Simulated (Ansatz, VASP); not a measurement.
## Ga2SnTe2 in VASP and in Ansatz

```xyz
5
Lattice="5.4663 0.0000 0.0000 0.0000 5.4663 0.0000 0.0000 0.0000 6.1372" Properties=species:S:1:pos:R:3 pbc="T T T"
Ga    0.0000    2.7332    3.0686
Ga    2.7332    0.0000    3.0686
Sn    0.0000    0.0000    3.0686
Te    2.7332    2.7332    1.5445
Te    2.7332    2.7332    4.5927
```

Alike in both runs: functional PBE; k mesh 4 × 4 × 4; occupations gaussian, width 0.1 eV; no spin polarisation.

Ansatz relaxed the structure, and its values are those at the end. VASP's run is a single point on that final structure, the one shown.

|  | VASP | Ansatz |
| --- | --- | --- |
| version | VASP 6.6.1 | Ansatz 0.2.0 |
| potentials or method | VASP PAW PBE potentials, release 64 (Ga_d, Sn_d, Te), cutoff 520 eV | scalar-relativistic, plane waves, PAW |
| valence electrons in the cell | 52 | 72 |

```tsv
	VASP	Ansatz	Ansatz less VASP
gap on the k mesh at the Fermi level (eV)	none	none	-
pressure (GPa)	0.0	0.0	-0.01
```

A gap of «none» marks a metal or a gap that the smearing closes. The functional is the same, so the differences come from potentials, cutoffs and numerics. VASP's potentials hold 52 valence electrons a cell and Ansatz's 72, so a difference there can come from the potentials and not from the codes.

Neither program's run includes spin-orbit coupling.
